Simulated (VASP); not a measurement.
# Rb3Hg (Fm-3m) in VASP: further runs

Rb3Hg is run at these levels: LDA; tasks: single point.

Program: VASP 6.6.1. These are calculated values, not measurements. Logs are shortened: lines on timing, memory, paths and dates and some standing lists are left out, and cuts for length are marked.

## (1) The cell of the first run

It takes space group Fm-3m (No. 225, cubic). The conventional cell has a = 10.054 Å, b = 10.054 Å, c = 10.054 Å, α = 90.00°, β = 90.00°, γ = 90.00°. Rb (site symmetry -43m) has 10 Rb at 4.35 to 5.03 Å and 4 Hg at 4.35 Å within 5.7 Å. Rb (site symmetry m-3m) has 8 Rb at 4.35 Å and 6 Hg at 5.03 Å within 5.7 Å. Within 5.7 Å of Hg (site symmetry m-3m) lie 14 Rb at 4.35 to 5.03 Å.

## (2) Single point, LDA

Contents of INCAR:

```
ALGO     = Normal         # electronic algorithm
EDIFF    = 1E-6           # SCF threshold, eV
ENCUT    = 520            # plane-wave cutoff, eV
GGA      = CA             # functional
ISIF     = 2              # what is computed and relaxed
ISMEAR   = 1              # smearing method
LASPH    = T              # aspherical terms in the spheres
LCHARG   = F              # write CHGCAR
LREAL    = F              # projectors in reciprocal space
LWAVE    = F              # write WAVECAR
NBANDS   = 28             # bands
NELM     = 80             # most SCF steps
PREC     = Accurate       # precision mode
SIGMA    = 0.1            # smearing width, eV
```

Contents of KPOINTS:

```
k-points
0
Gamma
  4 4 4
```

Contents of POSCAR:

```
Rb3Hg
1.0
    7.1091230000      0.0000000000      0.0000000000
    3.5545615000      6.1566811166      0.0000000000
    3.5545615000      2.0522270389      5.8045746229
Rb Hg
3 1
Direct
    0.2500000000      0.2500000000      0.2500000000
    0.7500000000      0.7500000000      0.7500000000
    0.5000000000      0.5000000000      0.5000000000
    0.0000000000      0.0000000000      0.0000000000
```

Potentials or basis: VASP PAW LDA potentials, release 64 (Rb_sv, Hg).

Command:

```
$ cat potpaw_LDA.64/Rb_sv/POTCAR potpaw_LDA.64/Hg/POTCAR > POTCAR
$ mpirun -np 1 vasp_std > vasp.out
```

OUTCAR:

```text
EDIFF = 1E-6
   ENCUT = 520
   GGA = CA
   ISIF = 2
   ISMEAR = 1
   LASPH = T
   LREAL = F
   NELM = 80
   PREC = Accurate

 ion  position               nearest neighbor table
   1  0.250  0.250  0.250-   4 4.35   3 4.35   4 4.35   3 4.35   3 4.35   4 4.35   4 4.35   3 4.35
                             2 5.03   2 5.03   2 5.03   2 5.03   2 5.03   2 5.03
   2  0.750  0.750  0.750-   3 4.35   4 4.35   3 4.35   4 4.35   3 4.35   4 4.35   3 4.35   4 4.35
                             1 5.03   1 5.03   1 5.03   1 5.03   1 5.03   1 5.03
   3  0.500  0.500  0.500-   1 4.35   2 4.35   1 4.35   2 4.35   1 4.35   2 4.35   1 4.35   2 4.35

   4  0.000  0.000  0.000-   2 4.35   1 4.35   2 4.35   1 4.35   1 4.35   2 4.35   2 4.35   1 4.35

  LATTYP: Found a face centered cubic cell.
 ALAT       =    10.0538181631

  Lattice vectors:

 A1 = (   7.1091230000,   0.0000000000,   0.0000000000)
 A2 = (   3.5545615000,   6.1566811166,   0.0000000000)
 A3 = (   3.5545615000,   2.0522270389,   5.8045746229)

Analysis of symmetry for initial positions (statically):
=====================================================================
 Subroutine PRICEL returns:
 Original cell was already a primitive cell.

 Routine SETGRP: Setting up the symmetry group for a
 face centered cubic supercell.

 Subroutine GETGRP returns: Found 48 space group operations
 (whereof 48 operations were pure point group operations)
 out of a pool of 48 trial point group operations.

The static configuration has the point symmetry O_h .

Analysis of symmetry for dynamics (positions and initial velocities):
=====================================================================
 Subroutine PRICEL returns:
 Original cell was already a primitive cell.

 Routine SETGRP: Setting up the symmetry group for a
 face centered cubic supercell.

 Subroutine GETGRP returns: Found 48 space group operations
 (whereof 48 operations were pure point group operations)
 out of a pool of 48 trial point group operations.

The dynamic configuration has the point symmetry O_h .

 Subroutine INISYM returns: Found 48 space group operations
 (whereof 48 operations are pure point group operations),
 and found     1 'primitive' translations

----------------------------------------------------------------------------------------

                                     Primitive cell

  volume of cell :     254.0581

  direct lattice vectors                    reciprocal lattice vectors
     7.109123000  0.000000000  0.000000000     0.140664327 -0.081212587 -0.057425971
     3.554561500  6.156681117  0.000000000     0.000000000  0.162425174 -0.057425971
     3.554561500  2.052227039  5.804574623     0.000000000  0.000000000  0.172277913

  length of vectors
     7.109123000  7.109123000  7.109123000     0.172277913  0.172277913  0.172277913

  position of ions in fractional coordinates (direct lattice)
     0.250000000  0.250000000  0.250000000
     0.750000000  0.750000000  0.750000000
     0.500000000  0.500000000  0.500000000
     0.000000000  0.000000000  0.000000000

  ion indices of the primitive-cell ions
   primitive index   ion index
                 1           1
                 2           2
                 3           3
                 4           4

----------------------------------------------------------------------------------------

 KPOINTS: k-points

Automatic generation of k-mesh.
 Grid dimensions read from file:
 generate k-points for:    4    4    4

 Generating k-lattice:

  Cartesian coordinates                     Fractional coordinates (reciprocal lattice)
     0.035166082 -0.020303147 -0.014356493     0.250000000  0.000000000  0.000000000
     0.000000000  0.040606293 -0.014356493     0.000000000  0.250000000 -0.000000000
     0.000000000  0.000000000  0.043069478     0.000000000  0.000000000  0.250000000

  Length of vectors
     0.043069478  0.043069478  0.043069478

  Shift w.r.t. Gamma in fractional coordinates (k-lattice)
     0.000000000  0.000000000  0.000000000

 Subroutine IBZKPT returns following result:
 ===========================================

 Found      8 irreducible k-points:

 Following reciprocal coordinates:
            Coordinates               Weight
  0.000000  0.000000  0.000000      1.000000
  0.250000 -0.000000 -0.000000      8.000000
  0.500000 -0.000000 -0.000000      4.000000
  0.250000  0.250000 -0.000000      6.000000
  0.500000  0.250000 -0.000000     24.000000
 -0.250000  0.250000  0.000000     12.000000
  0.500000  0.500000 -0.000000      3.000000
 -0.250000  0.500000  0.250000      6.000000
   k-points           NKPTS =      8   k-points in BZ     NKDIM =      8   number of bands    NBANDS=     28
   number of dos      NEDOS =    301   number of ions     NIONS =      4
   total plane-waves  NPLWV = 157464
   dimension x,y,z NGX =    54 NGY =   54 NGZ =   54
   dimension x,y,z NGXF=   108 NGYF=  108 NGZF=  108
   ions per type =               3   1
   NGX,Y,Z   is equivalent  to a cutoff of  12.63, 12.63, 12.63 a.u.
   NGXF,Y,Z  is equivalent  to a cutoff of  25.26, 25.26, 25.26 a.u.
 SYSTEM =  unknown system
   PREC   = accura    normal or accurate (medium, high low for compatibility)
   ISTART =      0    job   : 0-new  1-cont  2-samecut
   ICHARG =      2    charge: 1-file 2-atom 10-const
   ISPIN  =      1    spin polarized calculation?
   LNONCOLLINEAR =      F non collinear calculations
   LSORBIT =      F    spin-orbit coupling
   LASPH  =      T    aspherical Exc in radial PAW
   ENCUT  =  520.0 eV  38.22 Ry    6.18 a.u.  13.22 13.22 13.22*2*pi/ulx,y,z
   NELM   =     80;   NELMIN=  2; NELMDL= -5     # of ELM steps
   EDIFF  = 0.1E-05   stopping-criterion for ELM
   LREAL  =      F    real-space projection
   EDIFFG = 0.1E-04   stopping-criterion for IOM
   NSW    =      0    number of steps for IOM
   IBRION =     -1    ionic relax: 0-MD 1-quasi-New 2-CG
   NFREE  =      0    steps in history (QN), initial steepest desc. (CG)
   ISIF   =      2    stress and relaxation
   ISYM   =      2    0-nonsym 1-usesym 2-fastsym
   POTIM  = 0.5000    time-step for ionic-motion
   TEBEG  =    0.0;   TEEND  =   0.0 temperature during run
   PSTRESS=    0.0 pullay stress
   NELECT =      39.0000    total number of electrons
   NUPDOWN=      -1.0000    fix difference up-down
   EMIN   =  10.00;   EMAX   =-10.00  energy-range for DOS
   EFERMI =   0.00;   METHOD = LEGACY
   ISMEAR =     1;   SIGMA  =   0.10  broadening in eV -4-tet -1-fermi 0-gaus
   EFERMI_NEDOS =   21; number of points for ismear=-14 and -15
   IALGO  =     38    algorithm
   IMIX   =      4    mixing-type and parameters
     AMIX     =   0.40;   BMIX     =  1.00
     AMIX_MAG =   1.60;   BMIX_MAG =  1.00
  volume/ion in A,a.u.               =      63.51       428.62
  Fermi-wavevector in a.u.,A,eV,Ry     =   0.876567  1.656472 10.454315  0.768370
  Thomas-Fermi vector in A             =   1.996395
   LORBIT       =      0    0 simple, 1 ext, 2 COOP (PROOUT), +10 PAW based schemes
   GGA     = CA    functional components
   LHFCALC =     F    Hartree Fock is set to
   AEXX    =    0.0000 exact exchange contribution
   IVDW    =     0    specifies the selected vdW correction
   LEPSILON=     F    determine dielectric tensor
   LRPA    =     F    only Hartree local field effects (RPA)
 non-spin polarized calculation
 Methfessel and Paxton  Order N= 1 SIGMA  =   0.10
  energy-cutoff  :      520.00
  volume of cell :      254.06
 maximum number of plane-waves:      6855
 NGX is ok and might be reduce to    54
   NGX = 27   NGY = 27   NGZ = 27

 number of electron      39.0000000 magnetization

 Free energy of the ion-electron system (eV)
  ---------------------------------------------------
  ext. energy  EPLUGINS =         0.00000000
  ---------------------------------------------------
  free energy    TOTEN  =        -4.03417155 eV

  energy without entropy =       -4.02066237  energy(sigma->0) =       -4.02966849

 E-fermi :   0.2326     XC(G=0):  -6.6753

 val. band max:        0.2162213464   @ k =   0.5000   0.2500  -0.0000
 cond. band min:       0.2470738951   @ k =  -0.2500   0.2500   0.0000
 fundamental gap:      0.0308525487
 Fermi energy:         0.2325724848

 k-point     1 :       0.0000    0.0000    0.0000
  band No.  band energies     occupation
      1     -28.5706      2.00000
      2     -28.3102      2.00000
      3     -28.3066      2.00000
      4     -12.7484      2.00000
      5     -12.7484      2.00000
      6     -12.7484      2.00000
[... 20 lines left out ...]
     27       2.4476      0.00000
     28       4.0130      0.00000

 k-point     2 :       0.2500   -0.0000   -0.0000
  band No.  band energies     occupation
      1     -28.5703      2.00000
      2     -28.3098      2.00000
      3     -28.3072      2.00000
      4     -12.7537      2.00000
      5     -12.7537      2.00000
      6     -12.7503      2.00000
[... 20 lines left out ...]
     27       2.5540      0.00000
     28       3.0965      0.00000

 k-point     3 :       0.5000   -0.0000   -0.0000
  band No.  band energies     occupation
      1     -28.5700      2.00000
      2     -28.3088      2.00000
      3     -28.3086      2.00000
      4     -12.7587      2.00000
      5     -12.7587      2.00000
      6     -12.7500      2.00000
[... 20 lines left out ...]
     27       2.7547      0.00000
     28       3.8540      0.00000

 k-point     4 :       0.2500    0.2500   -0.0000
  band No.  band energies     occupation
      1     -28.5702      2.00000
      2     -28.3098      2.00000
      3     -28.3073      2.00000
      4     -12.7605      2.00000
      5     -12.7605      2.00000
      6     -12.7413      2.00000
[... 20 lines left out ...]
     27       2.8009      0.00000
     28       3.7551      0.00000

 k-point     5 :       0.5000    0.2500   -0.0000
  band No.  band energies     occupation
      1     -28.5699      2.00000
      2     -28.3092      2.00000
      3     -28.3082      2.00000
      4     -12.7655      2.00000
      5     -12.7631      2.00000
      6     -12.7439      2.00000
[... 20 lines left out ...]
     27       3.0750      0.00000
     28       3.5014      0.00000

 k-point     6 :      -0.2500    0.2500    0.0000
  band No.  band energies     occupation
      1     -28.5700      2.00000
      2     -28.3093      2.00000
      3     -28.3080      2.00000
      4     -12.7589      2.00000
      5     -12.7552      2.00000
      6     -12.7548      2.00000
[... 20 lines left out ...]
     27       2.9857      0.00000
     28       3.1894      0.00000

 k-point     7 :       0.5000    0.5000   -0.0000
  band No.  band energies     occupation
      1     -28.5699      2.00000
      2     -28.3095      2.00000
      3     -28.3080      2.00000
      4     -12.7721      2.00000
      5     -12.7721      2.00000
      6     -12.7319      2.00000
[... 20 lines left out ...]
     27       3.2096      0.00000
     28       3.5016      0.00000

 k-point     8 :      -0.2500    0.5000    0.2500
  band No.  band energies     occupation
      1     -28.5699      2.00000
      2     -28.3088      2.00000
      3     -28.3088      2.00000
      4     -12.7729      2.00000
      5     -12.7517      2.00000
      6     -12.7517      2.00000
[... 20 lines left out ...]
     27       3.2644      0.00000
     28       3.4922      0.00000

------------------------ aborting loop because EDIFF is reached ----------------------------------------

  FORCE on cell =-STRESS in cart. coord.  units (eV):
  Direction    XX          YY          ZZ          XY          YZ          ZX
  --------------------------------------------------------------------------------------
  -------------------------------------------------------------------------------------
  Total       -1.3458403     -1.3458403     -1.3458403     -0.0000000     -0.0000000      0.0000000
  in kB       -8.4873290     -8.4873290     -8.4873290     -0.0000000     -0.0000000      0.0000000
  external PRESSURE =      -8.4873290 kB  Pullay stress =       0.0000000 kB

 VOLUME and BASIS-vectors are now :
 -----------------------------------------------------------------------------
  energy-cutoff  :      520.00
  volume of cell :      254.06
      direct lattice vectors                 reciprocal lattice vectors
     7.109123000  0.000000000  0.000000000     0.140664327 -0.081212587 -0.057425971
     3.554561500  6.156681117  0.000000000     0.000000000  0.162425174 -0.057425971
     3.554561500  2.052227039  5.804574623     0.000000000  0.000000000  0.172277913

 POSITION                                       TOTAL-FORCE (eV/Angst)
 -----------------------------------------------------------------------------------
      3.55456      2.05223      1.45114         0.000000      0.000000      0.000000
     10.66368      6.15668      4.35343        -0.000000     -0.000000     -0.000000
      7.10912      4.10445      2.90229         0.000000      0.000000     -0.000000
      0.00000      0.00000      0.00000         0.000000      0.000000     -0.000000
 -----------------------------------------------------------------------------------
    total drift:                                0.000000      0.000000      0.000000

  FREE ENERGIE OF THE ION-ELECTRON SYSTEM (eV)
  ---------------------------------------------------
  free  energy   TOTEN  =        -4.0341715469 eV

  energy  without entropy=       -4.0206623722  energy(sigma->0) =       -4.02966849
```

Run time: 48 s. Hardware: 1 thread of Intel Xeon Platinum 8488C (Sapphire Rapids), shared host; peak memory 0.3 GiB.

Results:

* Free energy: -4.0342 eV
* Pressure: -0.8 GPa
* Band gap on the k mesh: zero (an odd number of electrons rules out a gap without spin polarisation)

Levels at points of the mesh, in eV from the Fermi level:
```
           k point  band 16  band 17  band 18  band 19  band 20  band 21  band 22  band 23
(0.00, 0.00, 0.00)    -6.77    -6.77    -4.41    -0.37     0.79     0.79     0.79     1.74
(0.50, 0.00, 0.00)    -6.77    -6.77    -4.15    -1.10     0.65     0.65     0.95     1.84
(0.50, 0.50, 0.00)    -6.77    -6.77    -4.11    -0.78     0.22     0.67     0.67     0.78
```

Caveat: spin-orbit coupling is left out, which moves the levels of the heavy elements.

## (3) Single point, LDA

Contents of INCAR:

```
SYSTEM = Rb3Hg
PREC = Accurate
ENCUT = 520
EDIFF = 1E-6
ISMEAR = 1
SIGMA = 0.1
LREAL = .False.
LASPH = .True.
NELM = 60
ALGO = Normal
ISIF = 2
LWAVE = .False.
LCHARG = .True.
LELF = .True.
LVHAR = .True.
NBANDS = 28
```

Contents of KPOINTS:

```
regular mesh
0
Gamma
  4 4 4
  0 0 0
```

POSCAR is that of step 2.

Potentials or basis: VASP PAW LDA potentials, release 64 (Rb_sv, Hg).

Command:

```
$ cat potpaw_LDA.64/Rb_sv/POTCAR potpaw_LDA.64/Hg/POTCAR > POTCAR
$ mpirun -np 1 vasp_std > vasp.out
```

OUTCAR:

```text
SYSTEM = Rb3Hg
   PREC = Accurate
   ENCUT = 520
   EDIFF = 1E-6
   ISMEAR = 1
   LREAL = .False.
   LASPH = .True.
   NELM = 60
   ISIF = 2

 ion  position               nearest neighbor table
   1  0.250  0.250  0.250-   4 4.35   3 4.35   4 4.35   3 4.35   3 4.35   4 4.35   4 4.35   3 4.35
                             2 5.03   2 5.03   2 5.03   2 5.03   2 5.03   2 5.03
   2  0.750  0.750  0.750-   3 4.35   4 4.35   3 4.35   4 4.35   3 4.35   4 4.35   3 4.35   4 4.35
                             1 5.03   1 5.03   1 5.03   1 5.03   1 5.03   1 5.03
   3  0.500  0.500  0.500-   1 4.35   2 4.35   1 4.35   2 4.35   1 4.35   2 4.35   1 4.35   2 4.35

   4  0.000  0.000  0.000-   2 4.35   1 4.35   2 4.35   1 4.35   1 4.35   2 4.35   2 4.35   1 4.35
[... 432 lines left out ...]
  -------------------------------------------------------------------------------------
  Total       -1.3458403     -1.3458403     -1.3458403     -0.0000000     -0.0000000      0.0000000
  in kB       -8.4873290     -8.4873290     -8.4873290     -0.0000000     -0.0000000      0.0000000
  external PRESSURE =      -8.4873290 kB  Pullay stress =       0.0000000 kB

 VOLUME and BASIS-vectors are now :
 -----------------------------------------------------------------------------
  energy-cutoff  :      520.00
  volume of cell :      254.06
      direct lattice vectors                 reciprocal lattice vectors
     7.109123000  0.000000000  0.000000000     0.140664327 -0.081212587 -0.057425971
     3.554561500  6.156681117  0.000000000     0.000000000  0.162425174 -0.057425971
     3.554561500  2.052227039  5.804574623     0.000000000  0.000000000  0.172277913

 POSITION                                       TOTAL-FORCE (eV/Angst)
 -----------------------------------------------------------------------------------
      3.55456      2.05223      1.45114         0.000000      0.000000      0.000000
     10.66368      6.15668      4.35343        -0.000000     -0.000000     -0.000000
      7.10912      4.10445      2.90229         0.000000      0.000000     -0.000000
      0.00000      0.00000      0.00000         0.000000      0.000000     -0.000000
 -----------------------------------------------------------------------------------
    total drift:                                0.000000      0.000000      0.000000

  FREE ENERGIE OF THE ION-ELECTRON SYSTEM (eV)
  ---------------------------------------------------
  free  energy   TOTEN  =        -4.0341715469 eV

  energy  without entropy=       -4.0206623722  energy(sigma->0) =       -4.02966849
```

OSZICAR:

```text
N       E                     dE             d eps       ncg     rms          rms(c)
DAV:   1     0.270295851543E+03    0.27030E+03   -0.15783E+04   448   0.111E+03
DAV:   2     0.218332957765E+02   -0.24846E+03   -0.24299E+03   504   0.261E+02
DAV:   3    -0.334185206373E+01   -0.25175E+02   -0.25074E+02   688   0.751E+01
DAV:   4    -0.405581472124E+01   -0.71396E+00   -0.71075E+00   572   0.121E+01
DAV:   5    -0.409001048136E+01   -0.34196E-01   -0.34192E-01   676   0.200E+00    0.237E+00
DAV:   6    -0.405025581567E+01    0.39755E-01   -0.68288E-02   536   0.134E+00    0.143E+00
DAV:   7    -0.403535533328E+01    0.14900E-01   -0.32926E-02   540   0.742E-01    0.561E-01
DAV:   8    -0.403412183398E+01    0.12335E-02   -0.86094E-03   580   0.263E-01    0.101E-01
DAV:   9    -0.403415973258E+01   -0.37899E-04   -0.45479E-04   520   0.859E-02    0.310E-02
DAV:  10    -0.403417086499E+01   -0.11132E-04   -0.39740E-05   620   0.305E-02    0.114E-02
DAV:  11    -0.403417154688E+01   -0.68190E-06   -0.45592E-06   512   0.976E-03
   1 F= -.40341715E+01 E0= -.40296685E+01  d E =-.135092E-01
```

Run time: 55 s. Hardware: 1 thread of Intel Xeon Platinum 8488C (Sapphire Rapids), shared host; peak memory 0.32 GiB.

Results:

- Free energy: -4.0342 eV
- Pressure: -0.8 GPa
- Band gap on the k mesh: zero (an odd number of electrons rules out a gap without spin polarisation)

Levels at points of the mesh, in eV from the Fermi level:
```tsv
k point	band 17	band 18	band 19	band 20	band 21	band 22
(0.00, 0.00, 0.00)	-6.77	-4.41	-0.37	0.79	0.79	0.79
(0.50, 0.00, 0.00)	-6.77	-4.15	-1.10	0.65	0.65	0.95
(0.50, 0.50, 0.00)	-6.77	-4.11	-0.78	0.22	0.67	0.67
```

Caveat: spin-orbit coupling is left out, which moves the levels of the heavy elements.
